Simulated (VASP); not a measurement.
# Al2O3 (P-3m1) in VASP: notebook, part 2 of 3

VASP 6.6.1. Earlier steps stand in the parts before.

## 3. Relaxation of cell and atoms, LDA

This run uses another cell than the first one, of 11.95 Å³/atom, 0.969 times its volume.

Contents of INCAR:

```
SYSTEM = Al2O3
ALGO = Normal
EDIFF = 1E-7
EDIFFG = -0.01
ENCUT = 600
IBRION = 2
ISIF = 3
ISMEAR = -1
LASPH = .TRUE.
LCHARG = .FALSE.
LREAL = .FALSE.
LWAVE = .FALSE.
NELM = 100
NSW = 60
PREC = Accurate
SIGMA = 0.05
```

Contents of KPOINTS:

```
k-points
0
G
  10 10 4
  0 0 0
```

Contents of POSCAR:

```
Al2O3
1.0
    3.0174825440      0.0000000000      0.0000000000
   -1.5087412720      2.6132165386      0.0000000000
    0.0000000000      0.0000000000      7.5746360022
Al O
2 3
Direct
    0.0000000000      0.0000000000      0.7220490000
    0.0000000000      0.0000000000      0.2779510000
    0.0000000000      0.0000000000      0.5000000000
    0.6666666667      0.3333333333      0.8005460000
    0.3333333333      0.6666666667      0.1994540000
```

Potentials or basis: VASP PAW LDA potentials, release 64 (Al, O).

Run with:

```
$ cat potpaw_LDA.64/Al/POTCAR potpaw_LDA.64/O/POTCAR > POTCAR
$ mpirun -np 1 vasp_std > vasp.out
```

OUTCAR:

```text
SYSTEM = Al2O3
   EDIFF = 1E-7
   EDIFFG = -0.01
   ENCUT = 600
   IBRION = 2
   ISIF = 3
   ISMEAR = -1
   LASPH = .TRUE.
   LREAL = .FALSE.
   NELM = 100
   NSW = 60
   PREC = Accurate

 ion  position               nearest neighbor table
   1  0.000  0.000  0.722-   3 1.68   4 1.84   4 1.84   4 1.84   2 3.36
   2  0.000  0.000  0.278-   3 1.68   5 1.84   5 1.84   5 1.84   1 3.36
   3  0.000  0.000  0.500-   1 1.68   2 1.68
   4  0.667  0.333  0.801-   1 1.84   1 1.84   1 1.84
   5  0.333  0.667  0.199-   2 1.84   2 1.84   2 1.84

  LATTYP: Found a hexagonal cell.
 ALAT       =     3.0174825440
 C/A-ratio  =     2.5102501478

  Lattice vectors:

 A1 = (   3.0174825440,   0.0000000000,   0.0000000000)
 A2 = (  -1.5087412720,   2.6132165386,   0.0000000000)
 A3 = (   0.0000000000,   0.0000000000,   7.5746360022)

Analysis of symmetry for initial positions (statically):
=====================================================================
 Subroutine PRICEL returns:
 Original cell was already a primitive cell.

 Routine SETGRP: Setting up the symmetry group for a
 hexagonal supercell.

 Subroutine GETGRP returns: Found 12 space group operations
 (whereof 12 operations were pure point group operations)
 out of a pool of 24 trial point group operations.

The static configuration has the point symmetry D_3d.

Analysis of symmetry for dynamics (positions and initial velocities):
=====================================================================
 Subroutine PRICEL returns:
 Original cell was already a primitive cell.

 Routine SETGRP: Setting up the symmetry group for a
 hexagonal supercell.

 Subroutine GETGRP returns: Found 12 space group operations
 (whereof 12 operations were pure point group operations)
 out of a pool of 24 trial point group operations.

[... 145 lines left out ...]

 number of electron      24.0000008 magnetization

 Free energy of the ion-electron system (eV)
  ---------------------------------------------------
  ext. energy  EPLUGINS =         0.00000000
  ---------------------------------------------------
  free energy    TOTEN  =       -39.69511977 eV

  energy without entropy =      -39.69511977  energy(sigma->0) =      -39.69511977

------------------------ aborting loop because EDIFF is reached ----------------------------------------

  FORCE on cell =-STRESS in cart. coord.  units (eV):
  Direction    XX          YY          ZZ          XY          YZ          ZX
  --------------------------------------------------------------------------------------
  -------------------------------------------------------------------------------------
  Total       -2.9995071     -2.9995071     -2.7366235     -0.0000000     -0.0000000      0.0000000
  in kB      -80.4597259    -80.4597259    -73.4080529     -0.0000000     -0.0000000      0.0000000
  external PRESSURE =     -78.1091682 kB  Pullay stress =       0.0000000 kB
[... 98 lines left out ...]
  FREE ENERGIE OF THE ION-ELECTRON SYSTEM (eV)
  ---------------------------------------------------
  free  energy   TOTEN  =       -39.7649465494 eV

  energy  without entropy=      -39.7649465494  energy(sigma->0) =      -39.76494655

[... ionic steps 4 to 18 ...]

--------------------------------------- Ionic step       19  -------------------------------------------

 number of electron      24.0000003 magnetization

------------------------ aborting loop because EDIFF is reached ----------------------------------------
[... 73 lines left out ...]
--------------------------------------- Ionic step       21  -------------------------------------------

 number of electron      24.0000003 magnetization

 Free energy of the ion-electron system (eV)
  ---------------------------------------------------
  ext. energy  EPLUGINS =         0.00000000
  ---------------------------------------------------
  free energy    TOTEN  =       -39.77292302 eV

  energy without entropy =      -39.77292302  energy(sigma->0) =      -39.77292302

 E-fermi :   5.2865     XC(G=0): -10.6245

 val. band max:        4.2521614875   @ k =   0.0000   0.0000   0.0000
 cond. band min:       6.7006824211   @ k =   0.0000   0.0000   0.0000
 fundamental gap:      2.4485209337
 Fermi energy:         5.2865167170

 k-point     1 :       0.0000    0.0000    0.0000
  band No.  band energies     occupation
      1     -15.4753      2.00000
      2     -15.1949      2.00000
      3     -12.4799      2.00000
      4      -1.7839      2.00000
      5      -0.6961      2.00000
      6       0.3333      2.00000
[... 433 lines left out ...]
      3     -11.9648      2.00000
      4      -3.4449      2.00000
      5      -3.0464      2.00000
      6      -0.3664      2.00000
[... 8 lines left out ...]
     15      12.5441      0.00000
     16      13.0178      0.00000

 [... further k-points ...]

------------------------ aborting loop because EDIFF is reached ----------------------------------------

  FORCE on cell =-STRESS in cart. coord.  units (eV):
  Direction    XX          YY          ZZ          XY          YZ          ZX
  --------------------------------------------------------------------------------------
  -------------------------------------------------------------------------------------
  Total        0.0170168      0.0170168      0.0273859      0.0000000      0.0000000      0.0000000
  in kB        0.4920430      0.4920430      0.7918682      0.0000000      0.0000000      0.0000000
  external PRESSURE =       0.5919847 kB  Pullay stress =       0.0000000 kB
[... 20 lines left out ...]
  FREE ENERGIE OF THE ION-ELECTRON SYSTEM (eV)
  ---------------------------------------------------
  free  energy   TOTEN  =       -39.7729230184 eV

  energy  without entropy=      -39.7729230183  energy(sigma->0) =      -39.77292302

 reached required accuracy - stopping structural energy minimisation
```

Run time: 3.6 min. Hardware: 1 thread of Intel Xeon Platinum 8559C (Emerald Rapids), shared host; peak memory 0.19 GiB.

What came out:

* Free energy: -39.7729 eV
* Relaxed volume: 11.08 Å³/atom
* Relaxed cell: a = 2.965 Å, b = 2.965 Å, c = 7.279 Å, α = 90.00°, β = 90.00°, γ = 120.00°
* Space group after relaxing (to 0.05 Å): P-3m1 (No. 164)
* Energy gained by relaxing: 15.6 meV/atom
* Ionic steps: 21
* Pressure after relaxing: 0.1 GPa
* Largest force after relaxing: 0.007 eV/Å
* Band gap on the k mesh: 2.45 eV, direct

Forces in eV/Å, atoms in the order of the input:
```
Al   0.000  0.000  0.007
Al   0.000  0.000 -0.007
O    0.000  0.000  0.000
O    0.000  0.000 -0.003
O    0.000  0.000  0.003
```

Step by step:
```csv
step,energy change (eV),largest force (eV/Å),pressure (GPa),volume (Å³)
1,0.0000,0.4309,-7.81,59.73
2,-0.0016,0.6554,8.80,54.83
3,-0.0698,0.2537,-0.15,57.19
4,-0.0642,0.5742,-0.15,56.93
5,-0.0719,0.0946,-0.17,57.10
6,-0.0725,0.0537,-0.05,57.00
7,-0.0726,0.0411,0.04,56.93
8,-0.0729,0.0365,-0.09,56.91
9,-0.0736,0.0219,-0.50,56.87
10,-0.0737,0.0825,-1.30,56.77
11,-0.0739,0.0550,-0.96,56.81
12,-0.0740,0.0549,-0.95,56.80
13,-0.0742,0.0547,-0.93,56.76
14,-0.0746,0.0543,-0.88,56.69
15,-0.0753,0.0543,-0.81,56.53
16,-0.0764,0.0721,-0.65,56.22
17,-0.0772,0.1459,-0.27,55.61
18,-0.0777,0.0134,-0.09,55.34
19,-0.0777,0.0101,-0.12,55.38
20,-0.0778,0.0084,-0.07,55.39
21,-0.0778,0.0069,0.06,55.41
```

Final structure:
```cif
data_structure
_symmetry_space_group_name_H-M 'P 1'
_symmetry_Int_Tables_number 1
_cell_length_a 2.9647
_cell_length_b 2.9647
_cell_length_c 7.2794
_cell_angle_alpha 90.000
_cell_angle_beta 90.000
_cell_angle_gamma 120.000
_cell_volume 55.41
loop_
_atom_site_label
_atom_site_type_symbol
_atom_site_fract_x
_atom_site_fract_y
_atom_site_fract_z
_atom_site_occupancy
Al1 Al 0.00000 0.00000 0.72843 1
Al2 Al 0.00000 0.00000 0.27157 1
O1 O 0.00000 0.00000 0.50000 1
O2 O 0.66667 0.33333 0.80856 1
O3 O 0.33333 0.66667 0.19144 1
```

A k mesh can miss the band edges.

## 4. Single point, r2SCAN

This run uses another cell than the first one, of 11.74 Å³/atom, 0.952 times its volume.

Contents of POSCAR:

```
Al2O3
1.0
    2.9858691125      0.0000000000      0.0000000000
   -1.4929345562      2.5858385038      0.0000000000
    0.0000000000      0.0000000000      7.6002988653
Al O
2 3
Direct
    0.0000000000      0.0000000000      0.7190870660
    0.0000000000      0.0000000000      0.2809129340
    0.0000000000      0.0000000000      0.5000000000
    0.6666666667      0.3333333333      0.7954713473
    0.3333333333      0.6666666667      0.2045286527
```

Contents of INCAR.step1:

```
PREC     = Accurate       # precision mode
ENCUT    = 520            # plane-wave cutoff, eV
ISMEAR   = -1             # smearing method
SIGMA    = 0.05           # smearing width, eV
LREAL    = F              # projectors in reciprocal space
LASPH    = T              # aspherical terms in the spheres
NELM     = 100            # most SCF steps
NBANDS   = 20             # bands
GGA      = PE             # functional
ALGO     = Normal         # electronic algorithm
EDIFF    = 1E-4           # SCF threshold, eV
LWAVE    = T              # write WAVECAR
LCHARG   = F              # write CHGCAR
```

Contents of INCAR.step2:

```
PREC     = Accurate       # precision mode
ENCUT    = 520            # plane-wave cutoff, eV
EDIFF    = 1E-7           # SCF threshold, eV
ISMEAR   = -1             # smearing method
SIGMA    = 0.05           # smearing width, eV
LREAL    = F              # projectors in reciprocal space
LASPH    = T              # aspherical terms in the spheres
NELM     = 100            # most SCF steps
ALGO     = Normal         # electronic algorithm
ISIF     = 2              # what is computed and relaxed
LWAVE    = F              # write WAVECAR
LCHARG   = F              # write CHGCAR
METAGGA  = R2SCAN         # meta-GGA
LMIXTAU  = T            
NBANDS   = 20             # bands
ISTART   = 1
```

Contents of KPOINTS:

```
regular mesh
0
Gamma
  10 10 4
```

Potentials or basis: VASP PAW PBE potentials, release 64 (Al, O).

Run with:

```
$ cat potpaw_PBE.64/Al/POTCAR potpaw_PBE.64/O/POTCAR > POTCAR
$ cp INCAR.step1 INCAR
$ mpirun -np 1 vasp_std > vasp.out
$ cp INCAR.step2 INCAR
$ mpirun -np 1 vasp_std > vasp.out
```

Run time: 76 s. Hardware: 1 thread of Intel Xeon 6975P-C (Granite Rapids), shared host; peak memory 0.2 GiB.

Results (log left out):

```yaml
Free_energy: -46.6497 eV
Pressure: 0.0 GPa
Largest_force: 0.086 eV/Å
Band_gap_on_the_k_mesh: 3.14 eV, direct
```

Forces on the atoms (eV/Å):
```
Al   0.000  0.000  0.086
Al   0.000  0.000 -0.086
O    0.000  0.000  0.000
O    0.000  0.000 -0.022
O    0.000  0.000  0.022
```

Stress tensor (GPa, compression positive):
```
-0.21  0.00  0.00
 0.00 -0.21  0.00
 0.00  0.00  0.38
```

Levels at points of the mesh, in eV from the valence-band top:
```csv
k point,band 8,band 9,band 10,band 11,band 12,band 13,band 14,band 15,band 16,band 17
"(0.00, 0.00, 0.00)",-3.96,-3.96,-2.55,0.00,0.00,3.14,5.23,8.17,11.31,11.69
"(0.50, 0.00, 0.00)",-4.55,-3.67,-3.35,-1.87,-0.52,5.38,7.09,9.12,10.04,10.61
"(0.00, 0.00, 0.50)",-3.95,-3.92,-3.23,0.00,0.00,4.04,4.24,9.17,9.46,13.18
"(0.50, 0.00, 0.50)",-4.54,-3.58,-3.55,-1.81,-0.52,5.86,6.42,9.22,9.49,11.52
```

Caveat: the PAW data sets were made with another functional, which shifts forces and pressure a little.

## 5. Single point, BLYP+D4

This run uses another cell than the first one, of 11.22 Å³/atom, 0.910 times its volume.

Contents of INCAR:

```
PREC     = Accurate       # precision mode
ENCUT    = 520            # plane-wave cutoff, eV
EDIFF    = 1E-6           # SCF threshold, eV
ISMEAR   = -1             # smearing method
SIGMA    = 0.05           # smearing width, eV
LREAL    = False          # projectors in reciprocal space
LASPH    = True           # aspherical terms in the spheres
NELM     = 100            # most SCF steps
ALGO     = Normal         # electronic algorithm
ISIF     = 2              # what is computed and relaxed
LWAVE    = False          # write WAVECAR
LCHARG   = True           # write CHGCAR
GGA      = B5             # functional
ALDAX    = 1.0          
AGGAX    = 1.0          
AGGAC    = 1.0          
ALDAC    = 0.0          
IVDW     = 13             # dispersion correction
VDW_S6   = 1.0          
VDW_S8   = 2.34076671   
VDW_A1   = 0.44488865   
VDW_A2   = 4.0933009    
LELF     = True           # ELF
LVHAR    = True         
NBANDS   = 20             # bands
```

Contents of KPOINTS:

```
Automatic mesh
0
Gamma
  10 10 4
```

Contents of POSCAR:

```
Al2O3
1.0
    2.9951188198      0.0000000000      0.0000000000
   -1.4975594099      2.5938489853      0.0000000000
    0.0000000000      0.0000000000      7.2191272052
Al O
2 3
Direct
    0.0000000000      0.0000000000      0.7311571063
    0.0000000000      0.0000000000      0.2688428937
    0.0000000000      0.0000000000      0.5000000000
    0.6666666667      0.3333333333      0.8121264471
    0.3333333333      0.6666666667      0.1878735529
```

Run with:

```
$ cat potpaw_PBE.64/Al/POTCAR potpaw_PBE.64/O/POTCAR > POTCAR
$ mpirun -np 1 vasp_std > vasp.out
```

It took 94 s on 1 thread of AMD EPYC 7R43 (Zen 3), shared host; peak memory 0.15 GiB.

Results (log left out):

```yaml
Free_energy: -36.7639 eV
Pressure: 0.8 GPa
Largest_force: 0.112 eV/Å
Band_gap_on_the_k_mesh: 2.62 eV, direct
Dispersion_energy_per_atom: -0.407 eV
```

Forces in eV/Å, atoms in the order of the input:
```
Al   0.000  0.000  0.112
Al   0.000  0.000 -0.112
O    0.000  0.000  0.000
O    0.000  0.000  0.026
O    0.000  0.000 -0.026
```

Stress tensor (GPa, compression positive):
```
0.55 0.00 0.00
0.00 0.55 0.00
0.00 0.00 1.27
```

Levels at points of the mesh, in eV from the valence-band top:
```tsv
k point	band 10	band 11	band 12	band 13	band 14	band 15
(0.00, 0.00, 0.00)	-2.23	0.00	0.00	2.62	4.76	7.84
(0.50, 0.00, 0.00)	-3.11	-1.81	-0.49	4.77	6.58	8.42
(0.00, 0.00, 0.50)	-3.28	0.00	0.00	3.56	3.84	8.52
(0.50, 0.00, 0.50)	-3.43	-1.71	-0.49	5.42	5.71	8.46
```

Caveat: the PAW data sets were made with another functional, which shifts forces and pressure a little. A hybrid or GW would open this gap; BLYP tends to underestimate it.

(Continued in part 3 of 3.)
